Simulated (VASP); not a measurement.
# Be2Tl (I4/mcm) in VASP: a series of runs, part 2 of 2

VASP 6.6.1. Earlier steps stand in the parts before.

### Step 4. Single point, PBE

This run uses another cell than the first one, of 15.70 Å³/atom, 0.997 times its volume.

INCAR

```
SYSTEM = Be2Tl
ALGO = Normal ; EDIFF = 1E-6
ENCUT = 520 ; GGA = PE
ISIF = 2 ; ISMEAR = 0
LASPH = .TRUE. ; LCHARG = .FALSE.
LREAL = .FALSE. ; LWAVE = .FALSE.
NBANDS = 26 ; NELM = 60
PREC = Accurate ; SIGMA = 0.1
```

KPOINTS

```
k-points
0
G
  6 6 6
  0 0 0
```

POSCAR

```
Be2Tl
1.0
   -2.1714585728      2.1714585728      4.9952322666
    2.1714585728     -2.1714585728      4.9952322666
    2.1714585728      2.1714585728     -4.9952322666
Be Tl
4 2
Direct
    0.6747580445      0.1747580445      0.8495160891
    0.1747580445      0.3252419555      0.5000000000
    0.3252419555      0.8252419555      0.1504839109
    0.8252419555      0.6747580445      0.5000000000
    0.2500000000      0.2500000000      0.0000000000
    0.7500000000      0.7500000000      0.0000000000
```

Launch:

```
$ cat potpaw_PBE.64/Be/POTCAR potpaw_PBE.64/Tl_d/POTCAR > POTCAR
$ mpirun -np 1 vasp_std > vasp.out
```

Wall time 56 s (1 thread of Intel Xeon 6975P-C (Granite Rapids), shared host); peak memory 0.34 GiB.

The run converged. Its results:

- Free energy: -16.4820 eV
- Pressure: 0.0 GPa
- Largest force: 0.005 eV/Å
- Band gap on the k mesh: zero (band 17 reaches 7.88 eV, above the bottom of band 18 at 4.40 eV)

Forces on the atoms (eV/Å):
```
Be   0.003  0.003  0.000
Be  -0.003  0.003  0.000
Be  -0.003 -0.003  0.000
Be   0.003 -0.003  0.000
Tl   0.000  0.000  0.000
Tl   0.000  0.000  0.000
```

Stress tensor (GPa, compression positive):
```
-0.04  0.00  0.00
 0.00 -0.04  0.00
 0.00  0.00  0.10
```

Levels at points of the mesh, in eV from the Fermi level:
```
           k point  band 13  band 14  band 15  band 16  band 17  band 18  band 19  band 20  band 21  band 22
(0.00, 0.00, 0.00)    -3.70    -2.58    -2.29    -2.10    -0.52    -0.52    -0.15    -0.15     3.84     4.79
(0.50, 0.00, 0.00)    -4.58    -4.58    -1.41    -1.41     0.98     0.98     1.89     1.89     3.39     3.39
(0.50, 0.50, 0.00)    -5.27    -4.82    -3.87    -3.38    -0.98    -0.23    -0.08     1.61     5.52     6.38
(0.50, 0.50, 0.50)    -3.57    -2.56    -1.84    -1.84     1.67     2.61     2.61     2.76     4.19     4.20
```

Caveat: spin-orbit coupling is left out, which moves the levels of the heavy elements.

### Step 5. Relaxation of cell and atoms, PBE

This run uses another cell than the first one, of 14.95 Å³/atom, 0.950 times its volume.

INCAR

```
SYSTEM = Be2Tl
PREC = Accurate
ENCUT = 600
EDIFF = 1E-6
ISMEAR = 0
SIGMA = 0.1
LREAL = .False.
LASPH = .True.
NELM = 100
ALGO = Normal
ISIF = 3
LWAVE = .False.
LCHARG = .False.
GGA = PE
IBRION = 2
NSW = 90
EDIFFG = -0.04
```

KPOINTS

```
regular mesh
0
Gamma
  4 4 4
  0 0 0
```

POSCAR

```
Be2Tl
1.0
   -2.9981133850      2.9981133850      2.4956330510
    2.9981133850     -2.9981133850      2.4956330510
    2.9981133850      2.9981133850     -2.4956330510
Be Tl
4 2
Direct
    0.6670000000      0.1670000000      0.8340000000
    0.1670000000      0.3330000000      0.5000000000
    0.3330000000      0.8330000000      0.1660000000
    0.8330000000      0.6670000000      0.5000000000
    0.2500000000      0.2500000000      0.0000000000
    0.7500000000      0.7500000000      0.0000000000
```

Launch:

```
$ cat potpaw_PBE.64/Be/POTCAR potpaw_PBE.64/Tl_d/POTCAR > POTCAR
$ mpirun -np 1 vasp_std > vasp.out
```

Wall time 5.1 min (1 thread of Intel Xeon 6975P-C (Granite Rapids), shared host); peak memory 0.26 GiB.

The run converged. Its results:

* Free energy: -16.2025 eV
* Relaxed volume: 14.87 Å³/atom
* Relaxed cell: a = 5.527 Å, b = 5.527 Å, c = 5.527 Å, α = 132.81°, β = 132.81°, γ = 68.96°
* Space group after relaxing (to 0.05 Å): I4/mcm (No. 140)
* Energy gained by relaxing: 985.8 meV/atom
* Ionic steps: 28
* Pressure after relaxing: 0.2 GPa
* Largest force after relaxing: 0.013 eV/Å
* Band gap on the k mesh: zero (band 17 reaches 9.60 eV, above the bottom of band 18 at 5.30 eV)

Forces in eV/Å, atoms in the order of the input:
```
Be  -0.009 -0.009  0.000
Be   0.009 -0.009  0.000
Be   0.009  0.009  0.000
Be  -0.009  0.009  0.000
Tl   0.000  0.000  0.000
Tl   0.000  0.000  0.000
```

Stress tensor (GPa, compression positive):
```
0.26 0.00 0.00
0.00 0.26 0.00
0.00 0.00 0.11
```

The path:
```
step  energy change (eV)  largest force (eV/Å)  pressure (GPa)  volume (Å³)
   1              0.0000                0.6489           15.92        89.73
   2             -1.9628                0.2570           -3.43       109.47
   3             -1.9741                0.2504           -4.02       110.85
   4             -1.9936                0.2441           -4.80       113.62
   5             -1.9773                0.2451           -6.73       119.21
   6             -2.0043                0.2478           -5.74       116.13
   7             -2.7288                0.2671           -4.22       107.81
   8             -4.2449                0.6857           10.59        82.13
   9             64.0481               25.1149          758.12        34.06
  10             -4.4009                0.1290           11.52        81.22
  11              1.2035                3.5131           94.98        56.45
  12             -4.4975                0.2324           16.54        77.35
  13             -4.4720                0.3342           18.77        75.87
  14             -4.6579                0.5182           19.02        75.35
  15             -4.7284                0.7425           19.94        74.67
  16             -4.9286                0.6681           16.90        76.28
  17             -5.3679                0.4807            9.18        81.25
  18             -5.6380                0.1808           -1.62        91.81
  19             -5.6421                0.2078           -0.77        90.70
  20             -5.6421                0.2164           -0.49        90.36
  21             -5.6559                0.2077           -0.48        90.28
  22             -5.6926                0.1572           -0.24        90.04
  23             -5.7808                0.0339            0.25        89.50
  24             -5.8998                0.1840            1.04        88.20
  25             -5.9112                0.1212           -0.33        89.67
  26             -5.9114                0.1262           -0.19        89.55
  27             -5.9145                0.0544            0.08        89.32
  28             -5.9150                0.0134            0.21        89.20
```

Final structure:
```
Be Tl
1.0
    -2.21238    2.21238    4.55583
     2.21238   -2.21238    4.55583
     2.21238    2.21238   -4.55583
Be Tl
4 2
Direct
  0.67383 0.17383 0.84766
  0.17383 0.32617 0.50000
  0.32617 0.82617 0.15234
  0.82617 0.67383 0.50000
  0.25000 0.25000 0.00000
  0.75000 0.75000 0.00000
```

Levels at points of the mesh, in eV from the Fermi level:
```csv
k point,band 15,band 16,band 17,band 18,band 19,band 20
"(0.00, 0.00, 0.00)",-2.93,-2.69,-1.35,-1.35,-0.67,-0.67
"(0.50, 0.00, 0.00)",-2.10,-2.10,0.24,0.24,2.23,2.23
"(0.50, 0.50, 0.00)",-4.15,-4.02,-0.51,-0.13,0.47,1.60
"(0.50, 0.50, 0.50)",-2.88,-2.88,2.44,2.64,2.64,4.29
```

Caveat: the k points lie up to 0.50 Å⁻¹ apart in the final cell; spin-orbit coupling is left out, which moves the levels of the heavy elements.

### Step 6. Relaxation of cell and atoms, PBE

INCAR

```
PREC     = Accurate       # precision mode
ENCUT    = 600            # plane-wave cutoff, eV
EDIFF    = 1E-6           # SCF threshold, eV
ISMEAR   = 0              # smearing method
SIGMA    = 0.1            # smearing width, eV
LREAL    = False          # projectors in reciprocal space
LASPH    = True           # aspherical terms in the spheres
NELM     = 100            # most SCF steps
ALGO     = Normal         # electronic algorithm
ISIF     = 3              # what is computed and relaxed
LWAVE    = False          # write WAVECAR
LCHARG   = False          # write CHGCAR
GGA      = PE             # functional
IBRION   = 2              # ionic algorithm
NSW      = 90             # ionic steps
EDIFFG   = -0.04          # ionic threshold
```

KPOINTS

```
regular mesh
0
Gamma
  6 6 6
```

POSCAR

```
Be2Tl
1.0
   -2.1763634869      2.1763634869      4.9865879456
    2.1763634869     -2.1763634869      4.9865879456
    2.1763634869      2.1763634869     -4.9865879456
Be Tl
4 2
Direct
    0.6750987118      0.1750987118      0.8501974236
    0.1750987118      0.3249012882      0.5000000000
    0.3249012882      0.8249012882      0.1498025764
    0.8249012882      0.6750987118      0.5000000000
    0.2500000000      0.2500000000      0.0000000000
    0.7500000000      0.7500000000      0.0000000000
```

Potentials or basis: VASP PAW PBE potentials, release 64 (Be, Tl_d).

Launch:

```
$ cat potpaw_PBE.64/Be/POTCAR potpaw_PBE.64/Tl_d/POTCAR > POTCAR
$ mpirun -np 1 vasp_std > vasp.out
```

Run time: 43 s. Hardware: 1 thread of Intel Xeon 6975P-C (Granite Rapids), shared host; peak memory 0.35 GiB.

Results (log left out):

- Free energy: -16.4813 eV
- Pressure after relaxing: -0.2 GPa
- Largest force after relaxing: 0.030 eV/Å
- Band gap on the k mesh: zero (band 17 reaches 7.86 eV, above the bottom of band 18 at 4.39 eV)

Forces in eV/Å, atoms in the order of the input:
```
Be  -0.021 -0.021  0.000
Be   0.021 -0.021  0.000
Be   0.021  0.021  0.000
Be  -0.021  0.021  0.000
Tl   0.000  0.000  0.000
Tl   0.000  0.000  0.000
```

Stress tensor (GPa, compression positive):
```
-0.34  0.00  0.00
 0.00 -0.34  0.00
 0.00  0.00  0.09
```

Final structure:
```
CELL_PARAMETERS angstrom
-2.17636 2.17636 4.98659
2.17636 -2.17636 4.98659
2.17636 2.17636 -4.98659
ATOMIC_POSITIONS crystal
Be 0.67510 0.17510 0.85020
Be 0.17510 0.32490 0.50000
Be 0.32490 0.82490 0.14980
Be 0.82490 0.67510 0.50000
Tl 0.25000 0.25000 0.00000
Tl 0.75000 0.75000 0.00000
```

Levels at points of the mesh, in eV from the Fermi level:
| k point | band 14 | band 15 | band 16 | band 17 | band 18 | band 19 | band 20 | band 21 |
| --- | --- | --- | --- | --- | --- | --- | --- | --- |
| (0.00, 0.00, 0.00) | -2.58 | -2.31 | -2.14 | -0.53 | -0.53 | -0.16 | -0.16 | 3.82 |
| (0.50, 0.00, 0.00) | -4.57 | -1.41 | -1.41 | 0.97 | 0.97 | 1.89 | 1.89 | 3.36 |
| (0.50, 0.50, 0.00) | -4.82 | -3.86 | -3.37 | -0.96 | -0.23 | -0.05 | 1.62 | 5.56 |
| (0.50, 0.50, 0.50) | -2.56 | -1.86 | -1.86 | 1.66 | 2.61 | 2.61 | 2.80 | 4.24 |

Caveat: the relaxation stopped at its first step, so nothing moved; spin-orbit coupling is left out, which moves the levels of the heavy elements.

### Step 7. The runs side by side

```csv
task,cell,k mesh,cutoff (eV),gap on the mesh (eV),pressure (GPa),largest force (eV/Å)
single point,"a = 5.860 Å, angles 136.4, 136.4, 63.4°, 6 atoms",4 × 4 × 4,520,none,0.1,-
single point,"a = 4.920 Å, angles 104.9, 104.9, 119.0°, 6 atoms",6 × 6 × 6,520,none,16.2,0.94
single point,"a = 5.864 Å, angles 136.5, 136.5, 63.2°, 6 atoms",6 × 6 × 6,520,none,0.0,-
relaxation of cell and atoms,"relaxed from a = 4.920 Å, angles 104.9, 104.9, 119.0°, 6 atoms",4 × 4 × 4,600,none,0.2,0.01
relaxation of cell and atoms,"relaxed from a = 5.860 Å, angles 136.4, 136.4, 63.4°, 6 atoms",6 × 6 × 6,600,none,-0.2,0.03
```

Alike in all rows: level PBE; potentials or basis VASP PAW PBE potentials, release 64 (Be, Tl_d); no spin polarisation; smearing gaussian 0.1 eV.

Caveats: some runs use coarse meshes; spin-orbit coupling is left out, which moves the levels of the heavy elements; the relaxation stopped at its first step, so nothing moved (some runs).

Absolute energies hang on the potentials; compare differences alone.
